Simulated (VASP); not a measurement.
Write the native input for VASP 6.6.1 that does the following.

```
Task                   : single point
Functional             : revPBE
Potentials or basis    : VASP PAW PBE potentials, release 64 (Gd)
Cutoff                 : 520 eV
k mesh                 : 13 × 13 × 7
Occupations            : fermi-dirac, width 0.05 eV
Spin                   : collinear spin, ferromagnetic start
Starting moments       : [7.394, 7.394] μB
Dipole correction      : no
Further INCAR settings : ALGO = Normal; EDIFF = 1e-06; NBANDS = 29
```

The structure of Gd lies in POSCAR:

```
Gd
1.0
    3.5379233579      0.0000000000      0.0000000000
   -1.7689616789      3.0639315045      0.0000000000
    0.0000000000      0.0000000000      5.6632843801
Gd
2
Direct
    0.3333333333      0.6666666667      0.2500000000
    0.6666666667      0.3333333333      0.7500000000
```

One way to write it, as run:

INCAR

```
SYSTEM = Gd
ALGO = Normal
EDIFF = 1E-6
ENCUT = 520
GGA = RE
ISIF = 2
ISMEAR = -1
ISPIN = 2
LASPH = .TRUE.
LCHARG = .TRUE.
LELF = .TRUE.
LMAXMIX = 6
LORBIT = 11
LREAL = .FALSE.
LVHAR = .TRUE.
LWAVE = .FALSE.
MAGMOM = 7.394 7.394
NBANDS = 29
NELM = 150
PREC = Accurate
SIGMA = 0.05
```

KPOINTS

```
k-points
0
G
  13 13 7
  0 0 0
```

Potentials or basis: VASP PAW PBE potentials, release 64 (Gd).

Command:

```bash
$ cat potpaw_PBE.64/Gd/POTCAR > POTCAR
$ mpirun -np 1 vasp_std > vasp.out
```

Results of the run:

| Quantity | Value |
| --- | --- |
| Pressure | 5.2 GPa |
| Net moment | 15.31 μB per cell |
| Site moments | Gd +7.01 μB |
| Valence electrons inside the program's atomic spheres | Gd 15.23 |

Caveat: the cell stands under pressure; the PAW data sets were made with another functional, which shifts forces and pressure a little.

Run time: 6.4 min on 1 thread of AMD EPYC 9R45 96-Core Processor (Zen 5), with other jobs on the host, peak memory 0.35 GiB.
